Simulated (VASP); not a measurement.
# Al in VASP: relaxation of the atoms with PBEsol

Aim: the relaxation of the atoms of Al with PBEsol.

All numbers are computed with VASP 6.6.1; they aren't measurements. Logs are shortened: lines on timing, memory, paths and dates and some standing lists are left out, and cuts for length are marked.

**1. The cell of the first run**

The cell holds a slab with vacuum, 6 atoms: a = 2.839 Å, b = 4.016 Å, c = 24.099 Å, α = 90.00°, β = 90.00°, γ = 90.00°.

**2. Relaxation of the atoms, PBEsol**

INCAR reads:

```
SYSTEM = Al
PREC = Accurate ; ENCUT = 520
EDIFF = 1E-7 ; ISMEAR = 0
SIGMA = 0.1 ; LREAL = .False.
LASPH = .True. ; NELM = 80
ALGO = Normal ; ISIF = 2
LWAVE = .False. ; LCHARG = .False.
LDIPOL = .True. ; IDIPOL = 3
DIPOL = 0.5 0.5 0.500 ; GGA = PS
IBRION = 2 ; NSW = 90
EDIFFG = -0.03
```

KPOINTS reads:

```
regular mesh
0
Gamma
  10 7 1
  0 0 0
```

POSCAR reads:

```
Al
1.0
    2.8394270062      0.0000000000      0.0000000000
    0.0000000000      4.0155561815      0.0000000000
    0.0000000000      0.0000000000     24.0985675155
Al
6
Selective dynamics
Direct
    0.5000000000      0.5000000000      0.3527180607  F F F
    0.0000000000      0.0000000000      0.4116308364  F F F
    0.5000000000      0.5000000000      0.4705436121  F F F
    0.0000000000      0.0000000000      0.5294563879  T T T
    0.5000000000      0.5000000000      0.5883691636  T T T
    0.0000000000      0.0000000000      0.6472819393  T T T
```

Potentials or basis: VASP PAW PBE potentials, release 64 (Al).

Started as:

```
$ cat potpaw_PBE.64/Al/POTCAR > POTCAR
$ mpirun -np 1 vasp_std > vasp.out
```

OUTCAR:

```text
SYSTEM = Al
   PREC = Accurate
   ENCUT = 520
   EDIFF = 1E-7
   ISMEAR = 0
   LREAL = .False.
   LASPH = .True.
   NELM = 80
   ISIF = 2
   GGA = PS
   IBRION = 2
   NSW = 90
   EDIFFG = -0.03

 ion  position               nearest neighbor table
   1  0.500  0.500  0.353-   3 2.84   2 2.84   2 2.84   2 2.84   2 2.84
   2  0.000  0.000  0.412-   1 2.84   3 2.84   1 2.84   3 2.84   1 2.84   3 2.84   1 2.84   3 2.84
                             4 2.84
   3  0.500  0.500  0.471-   1 2.84   2 2.84   2 2.84   2 2.84   2 2.84   4 2.84   4 2.84   4 2.84
                             4 2.84   5 2.84
   4  0.000  0.000  0.529-   6 2.84   5 2.84   5 2.84   5 2.84   5 2.84   3 2.84   3 2.84   3 2.84
                             3 2.84   2 2.84
   5  0.500  0.500  0.588-   4 2.84   6 2.84   4 2.84   6 2.84   4 2.84   6 2.84   4 2.84   6 2.84
                             3 2.84
   6  0.000  0.000  0.647-   4 2.84   5 2.84   5 2.84   5 2.84   5 2.84

  LATTYP: Found a simple orthorhombic cell.
 ALAT       =     2.8394270062
 B/A-ratio  =     1.4142135624
 C/A-ratio  =     8.4871234453

  Lattice vectors:

 A1 = (   2.8394270062,   0.0000000000,   0.0000000000)
 A2 = (   0.0000000000,   4.0155561815,   0.0000000000)
 A3 = (   0.0000000000,   0.0000000000,  24.0985675155)

Analysis of symmetry for initial positions (statically):
=====================================================================
 Subroutine PRICEL returns:
 Original cell was already a primitive cell.

 Routine SETGRP: Setting up the symmetry group for a
 simple orthorhombic supercell.

 Subroutine GETGRP returns: Found  8 space group operations
 (whereof  4 operations were pure point group operations)
 out of a pool of  8 trial point group operations.

The static configuration has the point symmetry C_2v.
 The point group associated with its full space group is D_2h.

Analysis of symmetry for dynamics (positions and initial velocities):
=====================================================================
 Subroutine PRICEL returns:
 Original cell was already a primitive cell.

 Routine SETGRP: Setting up the symmetry group for a
 simple orthorhombic supercell.

 Subroutine GETGRP returns: Found  8 space group operations
 (whereof  4 operations were pure point group operations)
 out of a pool of  8 trial point group operations.

The dynamic configuration has the point symmetry C_2v.
 The point group associated with its full space group is D_2h.

Analysis of constrained symmetry for selective dynamics:
=====================================================================
 Subroutine PRICEL returns:
 Original cell was already a primitive cell.

 Routine SETGRP: Setting up the symmetry group for a
 simple orthorhombic supercell.

 Subroutine GETGRP returns: Found  4 space group operations
 (whereof  4 operations were pure point group operations)
 out of a pool of  8 trial point group operations.

The constrained configuration has the point symmetry C_2v.

 Subroutine INISYM returns: Found  4 space group operations
 (whereof  4 operations are pure point group operations),
 and found     1 'primitive' translations

----------------------------------------------------------------------------------------

                                     Primitive cell

  volume of cell :     274.7689

  direct lattice vectors                    reciprocal lattice vectors
     2.839427006  0.000000000  0.000000000     0.352183732  0.000000000  0.000000000
     0.000000000  4.015556182  0.000000000     0.000000000  0.249031505  0.000000000
     0.000000000  0.000000000 24.098567516     0.000000000  0.000000000  0.041496242

  length of vectors
     2.839427006  4.015556182 24.098567516     0.352183732  0.249031505  0.041496242

  position of ions in fractional coordinates (direct lattice)
     0.500000000  0.500000000  0.352718061
     0.000000000  0.000000000  0.411630836
     0.500000000  0.500000000  0.470543612
     0.000000000  0.000000000  0.529456388
     0.500000000  0.500000000  0.588369164
[... 72 lines left out ...]
   PREC   = accura    normal or accurate (medium, high low for compatibility)
   ISTART =      0    job   : 0-new  1-cont  2-samecut
   ICHARG =      2    charge: 1-file 2-atom 10-const
   ISPIN  =      1    spin polarized calculation?
   LNONCOLLINEAR =      F non collinear calculations
   LSORBIT =      F    spin-orbit coupling
   LASPH  =      T    aspherical Exc in radial PAW
   ENCUT  =  520.0 eV  38.22 Ry    6.18 a.u.   5.28  7.47 44.81*2*pi/ulx,y,z
   NELM   =     80;   NELMIN=  2; NELMDL= -5     # of ELM steps
   EDIFF  = 0.1E-06   stopping-criterion for ELM
   LREAL  =      F    real-space projection
   EDIFFG = -.3E-01   stopping-criterion for IOM
   NSW    =     90    number of steps for IOM
   IBRION =      2    ionic relax: 0-MD 1-quasi-New 2-CG
   NFREE  =      1    steps in history (QN), initial steepest desc. (CG)
   ISIF   =      2    stress and relaxation
   ISYM   =      2    0-nonsym 1-usesym 2-fastsym
   POTIM  = 0.5000    time-step for ionic-motion
   TEBEG  =    0.0;   TEEND  =   0.0 temperature during run
   PSTRESS=    0.0 pullay stress
   NELECT =      18.0000    total number of electrons
   NUPDOWN=      -1.0000    fix difference up-down
   EMIN   =  10.00;   EMAX   =-10.00  energy-range for DOS
   EFERMI =   0.00;   METHOD = LEGACY
   ISMEAR =     0;   SIGMA  =   0.10  broadening in eV -4-tet -1-fermi 0-gaus
   EFERMI_NEDOS =   21; number of points for ismear=-14 and -15
   IALGO  =     38    algorithm
   IMIX   =      4    mixing-type and parameters
     AMIX     =   0.40;   BMIX     =  1.00
     AMIX_MAG =   1.60;   BMIX_MAG =  1.00
  volume/ion in A,a.u.               =      45.79       309.04
  Fermi-wavevector in a.u.,A,eV,Ry     =   0.659948  1.247121  5.925766  0.435531
  Thomas-Fermi vector in A             =   1.732243
   LORBIT       =      0    0 simple, 1 ext, 2 COOP (PROOUT), +10 PAW based schemes
   GGA     = PS    functional components
   LHFCALC =     F    Hartree Fock is set to
   AEXX    =    0.0000 exact exchange contribution
   IVDW    =     0    specifies the selected vdW correction
   LEPSILON=     F    determine dielectric tensor
   LRPA    =     F    only Hartree local field effects (RPA)
 conjugate gradient relaxation of ions
 non-spin polarized calculation
 Gauss-broadening in eV      SIGMA  =   0.10
  energy-cutoff  :      520.00
  volume of cell :      274.77
 maximum number of plane-waves:      7438
 NGX is ok and might be reduce to    24
   NGX = 11   NGY = 15   NGZ = 89

--------------------------------------- Ionic step        1  -------------------------------------------

 number of electron      18.0000000 magnetization

 Free energy of the ion-electron system (eV)
  ---------------------------------------------------
  ext. energy  EPLUGINS =         0.00000000
  ---------------------------------------------------
  free energy    TOTEN  =       -22.80876190 eV

  energy without entropy =      -22.78664511  energy(sigma->0) =      -22.79770350

------------------------ aborting loop because EDIFF is reached ----------------------------------------

  FORCE on cell =-STRESS in cart. coord.  units (eV):
  Direction    XX          YY          ZZ          XY          YZ          ZX
  --------------------------------------------------------------------------------------
  -------------------------------------------------------------------------------------
  Total       -1.1159794     -1.6002689     -0.8282955      0.0000000      0.0000000      0.0000000
  in kB       -6.5072745     -9.3311655     -4.8297900      0.0000000      0.0000000      0.0000000
  external PRESSURE =      -6.8894100 kB  Pullay stress =       0.0000000 kB
[... 101 lines left out ...]
  FREE ENERGIE OF THE ION-ELECTRON SYSTEM (eV)
  ---------------------------------------------------
  free  energy   TOTEN  =       -22.8280889789 eV

  energy  without entropy=      -22.8056028808  energy(sigma->0) =      -22.81684593

 vacuum level on the upper side and lower side of the slab       (xc-potential included)        -0.016         0.000

[... ionic steps 4 to 9 ...]

--------------------------------------- Ionic step       10  -------------------------------------------

 number of electron      18.0000000 magnetization

------------------------ aborting loop because EDIFF is reached ----------------------------------------
[... 69 lines left out ...]
  FREE ENERGIE OF THE ION-ELECTRON SYSTEM (eV)
  ---------------------------------------------------
  free  energy   TOTEN  =       -22.8326257210 eV

  energy  without entropy=      -22.8114455434  energy(sigma->0) =      -22.82203563

 dipolmoment           0.000000      0.000000      0.003993 electrons x Angstroem

--------------------------------------- Ionic step       12  -------------------------------------------

 number of electron      18.0000000 magnetization

 dipolmoment           0.000000      0.000000     -0.000561 electrons x Angstroem

 Free energy of the ion-electron system (eV)
  ---------------------------------------------------
  ext. energy  EPLUGINS =         0.00000000
  ---------------------------------------------------
  free energy    TOTEN  =       -22.83338952 eV

  energy without entropy =      -22.81431521  energy(sigma->0) =      -22.82385237

 E-fermi :   0.4248     XC(G=0):  -4.4743

 val. band max:        0.4147197967   @ k =   0.5000   0.1429   0.0000
 cond. band min:       0.4384285772   @ k =   0.5000   0.2857   0.0000
 fundamental gap:      0.0237087806
 Fermi energy:         0.4247801197

 k-point     1 :       0.0000    0.0000    0.0000
  band No.  band energies     occupation
      1     -10.5275      2.00000
      2      -9.2109      2.00000
      3      -7.2076      2.00000
      4      -4.7010      2.00000
      5      -2.2717      2.00000
      6      -2.2019      2.00000
      7      -1.0534      2.00000
      8      -0.8440      2.00000
      9       0.1833      1.99936
     10       0.5083      0.23765
     11       0.8441      0.00000
     12       2.6991      0.00000
     13       2.8032      0.00000
[... 356 lines left out ...]
      2      -4.4165      2.00000
      3      -3.2898      2.00000
      4      -3.2583      2.00000
      5      -3.0885      2.00000
      6      -3.0337      2.00000
      7      -2.0162      2.00000
      8      -1.9784      2.00000
      9      -1.2167      2.00000
     10      -1.1742      2.00000
     11       0.2002      1.99851
     12       0.2794      1.96022
     13       1.3490      0.00000

------------------------ aborting loop because EDIFF is reached ----------------------------------------

 vacuum level on the upper side and lower side of the slab       (xc-potential included)        -0.015        -0.007

  FORCE on cell =-STRESS in cart. coord.  units (eV):
  Direction    XX          YY          ZZ          XY          YZ          ZX
  --------------------------------------------------------------------------------------
  -------------------------------------------------------------------------------------
  Total       -0.4756982     -0.3995032     -0.4734393      0.0000000      0.0000000      0.0000000
  in kB       -2.7737953     -2.3295025     -2.7606241      0.0000000      0.0000000      0.0000000
  external PRESSURE =      -2.6213073 kB  Pullay stress =       0.0000000 kB
[... 21 lines left out ...]
  FREE ENERGIE OF THE ION-ELECTRON SYSTEM (eV)
  ---------------------------------------------------
  free  energy   TOTEN  =       -22.8333895219 eV

  energy  without entropy=      -22.8143152139  energy(sigma->0) =      -22.82385237

 reached required accuracy - stopping structural energy minimisation

 vacuum level on the upper side and lower side of the slab         4.314         4.323
```

Wall time 7 min (1 thread of Intel Xeon Platinum 8488C (Sapphire Rapids), shared host); peak memory 0.39 GiB.

Results:

```yaml
Free_energy: -22.8334 eV
Energy_gained_by_relaxing: 4.1 meV/atom
Ionic_steps: 12
Band_gap_on_the_k_mesh: zero (bands 9 and 10 overlap by 3.07 eV)
```

The path:
| step | energy change (eV) | largest force on free atoms (eV/Å) | pressure (GPa) |
| --- | --- | --- | --- |
| 1 | 0.0000 | 0.2866 | -0.69 |
| 2 | -0.0071 | 0.2288 | -0.67 |
| 3 | -0.0193 | 0.0976 | -0.60 |
| 4 | -0.0206 | 0.0426 | -0.56 |
| 5 | -0.0206 | 0.0426 | -0.55 |
| 6 | -0.0208 | 0.0410 | -0.54 |
| 7 | -0.0215 | 0.0427 | -0.50 |
| 8 | -0.0222 | 0.1053 | -0.42 |
| 9 | -0.0224 | 0.1015 | -0.41 |
| 10 | -0.0230 | 0.0899 | -0.39 |
| 11 | -0.0239 | 0.0656 | -0.35 |
| 12 | -0.0246 | 0.0119 | -0.26 |

Final structure:
```
Al
1.0
     2.83943    0.00000    0.00000
     0.00000    4.01556    0.00000
     0.00000    0.00000   24.09857
Al
6
Cartesian
  1.4197 2.0078 8.5000
  0.0000 0.0000 9.9197
  1.4197 2.0078 11.3394
  0.0000 0.0000 12.6938
  1.4197 2.0078 14.1747
  0.0000 0.0000 15.4386
```

Levels at points of the mesh, in eV from the Fermi level:
| k point | band 5 | band 6 | band 7 | band 8 | band 9 | band 10 | band 11 | band 12 | band 13 |
| --- | --- | --- | --- | --- | --- | --- | --- | --- | --- |
| (0.00, 0.00, 0.00) | -2.70 | -2.63 | -1.48 | -1.27 | -0.24 | 0.08 | 0.42 | 2.27 | 2.38 |
| (0.50, 0.00, 0.00) | -3.24 | -3.20 | -0.67 | -0.63 | 1.47 | 1.52 | 1.82 | 1.82 | 2.68 |

Caveat: the PAW data sets were made with another functional, which shifts forces and pressure a little.

The gap in the log of VASP goes by the Fermi energy; the results here count the filled bands.